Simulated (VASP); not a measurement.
# Rb (I4/mmm) in VASP: notebook

The runs below take Rb through single point, with LDA.

Program: VASP 6.6.1. These are calculated values, not measurements. Logs are shortened: lines on timing, memory, paths and dates and some standing lists are left out, and cuts for length are marked.

## 1. The cell of the first run

Symmetry: I4/mmm, No. 139, tetragonal system. The conventional cell has a = 4.757 Å, b = 4.757 Å, c = 6.912 Å, α = 90.00°, β = 90.00°, γ = 90.00°.

## 2. Single point, LDA

File INCAR:

```
ALGO = Normal
EDIFF = 1E-6
ENCUT = 500
GGA_COMPAT = F
ISIF = 2
ISMEAR = 0
LASPH = T
LCHARG = F
LREAL = F
LWAVE = F
NBANDS = 10
NELM = 120
PREC = Accurate
SIGMA = 0.15
```

File KPOINTS:

```
k-points
0
Gamma
  14 14 14
```

File POSCAR:

```
Rb
1.0
   -2.3785734221      2.3785734221      3.4560671822
    2.3785734221     -2.3785734221      3.4560671822
    2.3785734221      2.3785734221     -3.4560671822
Rb
1
Direct
    0.0000000000      0.0000000000      0.0000000000
```

Potentials or basis: VASP PAW LDA potentials, release 64 (Rb_sv).

The run is started by

```
$ cat potpaw_LDA.64/Rb_sv/POTCAR > POTCAR
$ mpirun -np 1 vasp_std > vasp.out
```

OUTCAR:

```text
EDIFF = 1E-6
   ENCUT = 500
   ISIF = 2
   ISMEAR = 0
   LASPH = T
   LREAL = F
   NELM = 120
   PREC = Accurate

 ion  position               nearest neighbor table
   1  0.000  0.000  0.000-

  LATTYP: Found a body centered tetragonal cell.
 ALAT       =     4.7571468442
 C/A-ratio  =     1.4530000000

  Lattice vectors:

 A1 = (  -2.3785734221,   2.3785734221,   3.4560671822)
 A2 = (   2.3785734221,  -2.3785734221,   3.4560671822)
 A3 = (   2.3785734221,   2.3785734221,  -3.4560671822)

Analysis of symmetry for initial positions (statically):
=====================================================================
 Subroutine PRICEL returns:
 Original cell was already a primitive cell.

 Routine SETGRP: Setting up the symmetry group for a
 body centered tetragonal supercell.

 Subroutine GETGRP returns: Found 16 space group operations
 (whereof 16 operations were pure point group operations)
 out of a pool of 16 trial point group operations.

The static configuration has the point symmetry D_4h.

Analysis of symmetry for dynamics (positions and initial velocities):
=====================================================================
 Subroutine PRICEL returns:
 Original cell was already a primitive cell.

 Routine SETGRP: Setting up the symmetry group for a
 body centered tetragonal supercell.

 Subroutine GETGRP returns: Found 16 space group operations
 (whereof 16 operations were pure point group operations)
 out of a pool of 16 trial point group operations.

The dynamic configuration has the point symmetry D_4h.

 Subroutine INISYM returns: Found 16 space group operations
 (whereof 16 operations are pure point group operations),
 and found     1 'primitive' translations

----------------------------------------------------------------------------------------

                                     Primitive cell

  volume of cell :      78.2123

  direct lattice vectors                    reciprocal lattice vectors
    -2.378573422  2.378573422  3.456067182     0.000000000  0.210210034  0.144673114
     2.378573422 -2.378573422  3.456067182     0.210210034  0.000000000  0.144673114
     2.378573422  2.378573422 -3.456067182     0.210210034  0.210210034  0.000000000

  length of vectors
     4.822823179  4.822823179  4.822823179     0.255183401  0.255183401  0.297281881

  position of ions in fractional coordinates (direct lattice)
     0.000000000  0.000000000  0.000000000

  ion indices of the primitive-cell ions
   primitive index   ion index
                 1           1

----------------------------------------------------------------------------------------

 KPOINTS: k-points

Automatic generation of k-mesh.
 Grid dimensions read from file:
 generate k-points for:   14   14   14

 Generating k-lattice:

  Cartesian coordinates                     Fractional coordinates (reciprocal lattice)
     0.000000000  0.015015002  0.010333794     0.071428571  0.000000000  0.000000000
     0.015015002  0.000000000  0.010333794     0.000000000  0.071428571  0.000000000
     0.015015002  0.015015002  0.000000000     0.000000000  0.000000000  0.071428571

  Length of vectors
     0.018227386  0.018227386  0.021234420

  Shift w.r.t. Gamma in fractional coordinates (k-lattice)
     0.000000000  0.000000000  0.000000000

 Subroutine IBZKPT returns following result:
 ===========================================

 Found    244 irreducible k-points:

 Following reciprocal coordinates:
            Coordinates               Weight
  0.000000  0.000000  0.000000      1.000000
  0.071429  0.000000  0.000000      8.000000
  0.142857 -0.000000  0.000000      8.000000
  0.214286  0.000000  0.000000      8.000000
  0.285714  0.000000  0.000000      8.000000
  0.357143  0.000000  0.000000      8.000000
[... 16 lines left out ...]
  0.214286  0.142857  0.000000     16.000000
  0.285714  0.142857  0.000000     16.000000
 [... further k-points ...]
   k-points           NKPTS =    244   k-points in BZ     NKDIM =    244   number of bands    NBANDS=     10
   number of dos      NEDOS =    301   number of ions     NIONS =      1
   total plane-waves  NPLWV =  46656
   dimension x,y,z NGX =    36 NGY =   36 NGZ =   36
   dimension x,y,z NGXF=    72 NGYF=   72 NGZF=   72
   ions per type =               1
   NGX,Y,Z   is equivalent  to a cutoff of  12.41, 12.41, 12.41 a.u.
   NGXF,Y,Z  is equivalent  to a cutoff of  24.82, 24.82, 24.82 a.u.
 SYSTEM =  unknown system
   PREC   = accura    normal or accurate (medium, high low for compatibility)
   ISTART =      0    job   : 0-new  1-cont  2-samecut
   ICHARG =      2    charge: 1-file 2-atom 10-const
   ISPIN  =      1    spin polarized calculation?
   LNONCOLLINEAR =      F non collinear calculations
   LSORBIT =      F    spin-orbit coupling
   LASPH  =      T    aspherical Exc in radial PAW
   ENCUT  =  500.0 eV  36.75 Ry    6.06 a.u.   8.79  8.79  8.79*2*pi/ulx,y,z
   NELM   =    120;   NELMIN=  2; NELMDL= -5     # of ELM steps
   EDIFF  = 0.1E-05   stopping-criterion for ELM
   LREAL  =      F    real-space projection
[... 7 lines left out ...]
   TEBEG  =    0.0;   TEEND  =   0.0 temperature during run
   PSTRESS=    0.0 pullay stress
   NELECT =       9.0000    total number of electrons
   NUPDOWN=      -1.0000    fix difference up-down
   EMIN   =  10.00;   EMAX   =-10.00  energy-range for DOS
   EFERMI =   0.00;   METHOD = LEGACY
   ISMEAR =     0;   SIGMA  =   0.15  broadening in eV -4-tet -1-fermi 0-gaus
   EFERMI_NEDOS =   21; number of points for ismear=-14 and -15
   IALGO  =     38    algorithm
   IMIX   =      4    mixing-type and parameters
     AMIX     =   0.40;   BMIX     =  1.00
     AMIX_MAG =   1.60;   BMIX_MAG =  1.00
  volume/ion in A,a.u.               =      78.21       527.80
  Fermi-wavevector in a.u.,A,eV,Ry     =   0.796277  1.504744  8.626859  0.634056
  Thomas-Fermi vector in A             =   1.902768
   LORBIT       =      0    0 simple, 1 ext, 2 COOP (PROOUT), +10 PAW based schemes
   GGA     = CA    functional components
   LHFCALC =     F    Hartree Fock is set to
   AEXX    =    0.0000 exact exchange contribution
   IVDW    =     0    specifies the selected vdW correction
   LEPSILON=     F    determine dielectric tensor
   LRPA    =     F    only Hartree local field effects (RPA)
 non-spin polarized calculation
 Gauss-broadening in eV      SIGMA  =   0.15
  energy-cutoff  :      500.00
  volume of cell :       78.21
 maximum number of plane-waves:      2024
   NGX = 17   NGY = 17   NGZ = 17

 number of electron       9.0000000 magnetization

 Free energy of the ion-electron system (eV)
  ---------------------------------------------------
  ext. energy  EPLUGINS =         0.00000000
  ---------------------------------------------------
  free energy    TOTEN  =        -1.06633181 eV

  energy without entropy =       -1.05701579  energy(sigma->0) =       -1.06167380

 E-fermi :   0.1387     XC(G=0):  -6.0767

 val. band max:        0.1333026441   @ k =  -0.2857  -0.4286   0.2143
 cond. band min:       0.1394987807   @ k =   0.5000   0.2143   0.1429
 fundamental gap:      0.0061961367
 Fermi energy:         0.1387003992

 k-point     1 :       0.0000    0.0000    0.0000
  band No.  band energies     occupation
      1     -28.5744      2.00000
      2     -12.6569      2.00000
      3     -12.6555      2.00000
      4     -12.6555      2.00000
      5      -2.0513      2.00000
      6       3.7062      0.00000
      7       3.8166      0.00000
      8       3.8166      0.00000
      9       5.1247      0.00000
     10       5.3587      0.00000

 k-point     2 :       0.0714    0.0000    0.0000
  band No.  band energies     occupation
      1     -28.5740      2.00000
      2     -12.6644      2.00000
      3     -12.6577      2.00000
      4     -12.6565      2.00000
      5      -1.9849      2.00000
      6       3.6015      0.00000
      7       3.7837      0.00000
      8       3.8493      0.00000
      9       5.0555      0.00000
     10       5.2754      0.00000

 k-point     3 :       0.1429   -0.0000    0.0000
  band No.  band energies     occupation
      1     -28.5729      2.00000
      2     -12.6879      2.00000
      3     -12.6612      2.00000
      4     -12.6591      2.00000
      5      -1.7896      2.00000
      6       3.2197      0.00000
      7       3.8322      0.00000
      8       3.9239      0.00000
      9       4.9360      0.00000
     10       5.1159      0.00000

 k-point     4 :       0.2143    0.0000    0.0000
  band No.  band energies     occupation
      1     -28.5713      2.00000
      2     -12.7213      2.00000
      3     -12.6662      2.00000
      4     -12.6629      2.00000
      5      -1.4773      2.00000
      6       2.7459      0.00000
      7       3.8337      0.00000
      8       3.9604      0.00000
      9       4.9474      0.00000
     10       5.0642      0.00000

 k-point     5 :       0.2857    0.0000    0.0000
  band No.  band energies     occupation
      1     -28.5694      2.00000
      2     -12.7579      2.00000
      3     -12.6718      2.00000
      4     -12.6671      2.00000
      5      -1.0679      2.00000
      6       2.2497      0.00000
      7       3.7365      0.00000
      8       3.8907      0.00000
      9       5.1872      0.00000
     10       5.2456      0.00000

 k-point     6 :       0.3571    0.0000    0.0000
  band No.  band energies     occupation
      1     -28.5678      2.00000
      2     -12.7904      2.00000
      3     -12.6768      2.00000
      4     -12.6708      2.00000
      5      -0.5910      2.00000
      6       1.7490      0.00000
      7       3.6091      0.00000
      8       3.7722      0.00000
      9       5.5935      0.00000
     10       5.6114      0.00000

 k-point     7 :       0.4286    0.0000    0.0000
  band No.  band energies     occupation
      1     -28.5666      2.00000
      2     -12.8125      2.00000
      3     -12.6802      2.00000
      4     -12.6734      2.00000
      5      -0.0996      1.97536
      6       1.2641      0.00000
      7       3.5147      0.00000
      8       3.6796      0.00000
      9       5.9874      0.00000
     10       6.0464      0.00000

 k-point     8 :       0.5000    0.0000   -0.0000
  band No.  band energies     occupation
      1     -28.5662      2.00000
      2     -12.8204      2.00000
      3     -12.6814      2.00000
      4     -12.6743      2.00000
      5       0.1986      0.57200
      6       0.9720      0.00000
      7       3.4809      0.00000
      8       3.6459      0.00000
      9       6.1979      0.00000
     10       6.2697      0.00000

 k-point     9 :       0.0714    0.0714   -0.0000
  band No.  band energies     occupation
      1     -28.5734      2.00000
      2     -12.6757      2.00000
      3     -12.6616      2.00000
      4     -12.6579      2.00000
      5      -1.8771      2.00000
      6       3.3950      0.00000
      7       3.8338      0.00000
      8       3.8678      0.00000
      9       4.8620      0.00000
     10       5.2544      0.00000
[... 118 lines left out ...]
 k-point    19 :      -0.2143    0.0714    0.0000
  band No.  band energies     occupation
      1     -28.5715      2.00000
      2     -12.7119      2.00000
      3     -12.6685      2.00000
      4     -12.6637      2.00000
      5      -1.5328      2.00000
      6       2.8805      0.00000
      7       3.8299      0.00000
      8       3.9233      0.00000
      9       4.6694      0.00000
     10       5.2321      0.00000

 k-point    20 :      -0.1429    0.0714   -0.0000
  band No.  band energies     occupation
      1     -28.5730      2.00000
      2     -12.6818      2.00000
      3     -12.6633      2.00000
      4     -12.6608      2.00000
      5      -1.8075      2.00000
      6       3.3112      0.00000
      7       3.8017      0.00000
      8       3.8915      0.00000
      9       4.7930      0.00000
     10       5.2262      0.00000

 k-point    21 :      -0.0714    0.0714    0.0000
  band No.  band energies     occupation
      1     -28.5739      2.00000
      2     -12.6639      2.00000
      3     -12.6597      2.00000
      4     -12.6588      2.00000
      5      -1.9612      2.00000
      6       3.6198      0.00000
      7       3.7377      0.00000
      8       3.8378      0.00000
      9       5.0219      0.00000
     10       5.2547      0.00000

 k-point    22 :       0.1429    0.1429    0.0000
  band No.  band energies     occupation
      1     -28.5708      2.00000
      2     -12.7203      2.00000
      3     -12.6796      2.00000
      4     -12.6634      2.00000
      5      -1.3786      2.00000
      6       2.7772      0.00000
      7       3.5297      0.00000
      8       4.1662      0.00000
      9       4.4021      0.00000
     10       5.4010      0.00000

 k-point    23 :       0.2143    0.1429    0.0000
  band No.  band energies     occupation
      1     -28.5691      2.00000
      2     -12.7469      2.00000
      3     -12.6900      2.00000
      4     -12.6681      2.00000
      5      -1.0084      2.00000
      6       2.4352      0.00000
      7       3.2594      0.00000
      8       4.0927      0.00000
      9       4.5351      0.00000
     10       5.7033      0.00000

 k-point    24 :       0.2857    0.1429    0.0000
  band No.  band energies     occupation
      1     -28.5675      2.00000
      2     -12.7745      2.00000
      3     -12.6968      2.00000
      4     -12.6739      2.00000
      5      -0.5569      2.00000
      6       2.0004      0.00000
      7       3.0932      0.00000
      8       3.8964      0.00000
      9       4.9476      0.00000
     10       6.0883      0.00000

 [... further k-points ...]

------------------------ aborting loop because EDIFF is reached ----------------------------------------

  FORCE on cell =-STRESS in cart. coord.  units (eV):
  Direction    XX          YY          ZZ          XY          YZ          ZX
  --------------------------------------------------------------------------------------
  -------------------------------------------------------------------------------------
  Total       -0.0061945     -0.0061945     -0.0201874      0.0000000     -0.0000000      0.0000000
  in kB       -0.1268951     -0.1268951     -0.4135375      0.0000000     -0.0000000      0.0000000
  external PRESSURE =      -0.2224426 kB  Pullay stress =       0.0000000 kB

 VOLUME and BASIS-vectors are now :
 -----------------------------------------------------------------------------
  energy-cutoff  :      500.00
  volume of cell :       78.21
      direct lattice vectors                 reciprocal lattice vectors
    -2.378573422  2.378573422  3.456067182     0.000000000  0.210210034  0.144673114
     2.378573422 -2.378573422  3.456067182     0.210210034  0.000000000  0.144673114
     2.378573422  2.378573422 -3.456067182     0.210210034  0.210210034  0.000000000

 POSITION                                       TOTAL-FORCE (eV/Angst)
 -----------------------------------------------------------------------------------
      0.00000      0.00000      0.00000        -0.000000      0.000000      0.000000
 -----------------------------------------------------------------------------------
    total drift:                               -0.000000      0.000000      0.000000

  FREE ENERGIE OF THE ION-ELECTRON SYSTEM (eV)
  ---------------------------------------------------
  free  energy   TOTEN  =        -1.0663318054 eV

  energy  without entropy=       -1.0570157853  energy(sigma->0) =       -1.06167380
```

It took 63 s on 1 thread of Intel Xeon Platinum 8488C (Sapphire Rapids), shared host; peak memory 0.29 GiB.

What came out:

| Property | Result |
| --- | --- |
| Free energy | -1.0663 eV |
| Pressure | 0.0 GPa |
| Band gap on the k mesh | zero (an odd number of electrons rules out a gap without spin polarisation) |

## 3. Single point, LDA (78.21 Å³/atom)

File INCAR:

```
SYSTEM = Rb
PREC = Accurate
ENCUT = 520
EDIFF = 1E-7
ISMEAR = 0
SIGMA = 0.15
LREAL = .FALSE.
LASPH = .TRUE.
NELM = 100
ALGO = Fast
ISIF = 2
LWAVE = .FALSE.
LCHARG = .FALSE.
NBANDS = 10
```

File KPOINTS:

```
Automatic mesh
0
G
  14 14 14
  0 0 0
```

POSCAR is that of step 2.

Potentials or basis: VASP PAW LDA potentials, release 64 (Rb_sv).

The run is started by

```
$ cat potpaw_LDA.64/Rb_sv/POTCAR > POTCAR
$ mpirun -np 1 vasp_std > vasp.out
```

Wall time 1.9 min (1 thread of Intel Xeon Platinum 8488C (Sapphire Rapids), shared host); peak memory 0.3 GiB.

Results (log left out):

| Property | Result |
| --- | --- |
| Free energy | -1.0663 eV |
| Pressure | 0.0 GPa |
| Band gap on the k mesh | zero (an odd number of electrons rules out a gap without spin polarisation) |

Levels at points of the mesh, in eV from the Fermi level:
| k point | band 2 | band 3 | band 4 | band 5 | band 6 | band 7 | band 8 | band 9 |
| --- | --- | --- | --- | --- | --- | --- | --- | --- |
| (0.00, 0.00, 0.00) | -12.80 | -12.79 | -12.79 | -2.19 | 3.57 | 3.68 | 3.68 | 4.99 |
| (0.50, 0.00, 0.00) | -12.96 | -12.82 | -12.81 | 0.06 | 0.83 | 3.34 | 3.51 | 6.05 |
| (0.50, 0.50, 0.00) | -12.95 | -12.86 | -12.85 | 0.57 | 1.71 | 1.72 | 4.91 | 4.97 |
| (0.50, 0.50, 0.50) | -12.95 | -12.85 | -12.85 | 0.49 | 1.54 | 1.78 | 5.11 | 5.11 |

## 4. Single point, LDA (90.73 Å³/atom)

This run uses another cell than the first one, of 90.73 Å³/atom.

File INCAR:

```
PREC = Accurate
ENCUT = 520
EDIFF = 1E-7
ISMEAR = 0
SIGMA = 0.15
LREAL = False
LASPH = True
NELM = 100
ALGO = Fast
ISIF = 2
LWAVE = False
LCHARG = False
GGA = CA
NBANDS = 10
```

File KPOINTS:

```
regular mesh
0
Gamma
  14 14 14
```

File POSCAR:

```
Rb
1.0
   -2.4992059878      2.4992059878      3.6313463003
    2.4992059878     -2.4992059878      3.6313463003
    2.4992059878      2.4992059878     -3.6313463003
Rb
1
Direct
    0.0000000000      0.0000000000      0.0000000000
```

The run is started by

```
$ cat potpaw_LDA.64/Rb_sv/POTCAR > POTCAR
$ mpirun -np 1 vasp_std > vasp.out
```

Run time: 6.7 min. Hardware: 1 thread of Oxide Virtual Turin-like, shared host; peak memory 0.31 GiB.

Results (log left out):

```yaml
Free_energy: -1.0478 eV
Pressure: -0.4 GPa
Band_gap_on_the_k_mesh: zero (an odd number of electrons rules out a gap without spin polarisation)
```

Levels at points of the mesh, in eV from the Fermi level:
| k point | band 3 | band 4 | band 5 | band 6 | band 7 | band 8 |
| --- | --- | --- | --- | --- | --- | --- |
| (0.00, 0.00, 0.00) | -12.89 | -12.89 | -1.98 | 3.45 | 3.55 | 3.55 |
| (0.50, 0.00, 0.00) | -12.90 | -12.90 | 0.09 | 0.73 | 3.25 | 3.40 |
| (0.50, 0.50, 0.00) | -12.93 | -12.92 | 0.66 | 1.50 | 1.78 | 4.42 |
| (0.50, 0.50, 0.50) | -12.92 | -12.92 | 0.57 | 1.34 | 1.84 | 4.60 |

## 5. Overview

| cell | cutoff (eV) | gap on the mesh (eV) | pressure (GPa) |
| --- | --- | --- | --- |
| a = 4.823 Å, angles 120.9, 120.9, 88.4°, 1 atom | 500 | none | 0.0 |
| a = 4.823 Å, angles 120.9, 120.9, 88.4°, 1 atom | 520 | none | 0.0 |
| a = 5.067 Å, angles 120.9, 120.9, 88.4°, 1 atom | 520 | none | -0.4 |

Alike in all rows: task single point; level LDA; potentials or basis VASP PAW LDA potentials, release 64 (Rb_sv); no spin polarisation; k mesh 14 × 14 × 14; smearing gaussian 0.15 eV.

Total energies depend on the potentials used, so only differences within one code and one set of settings carry meaning.
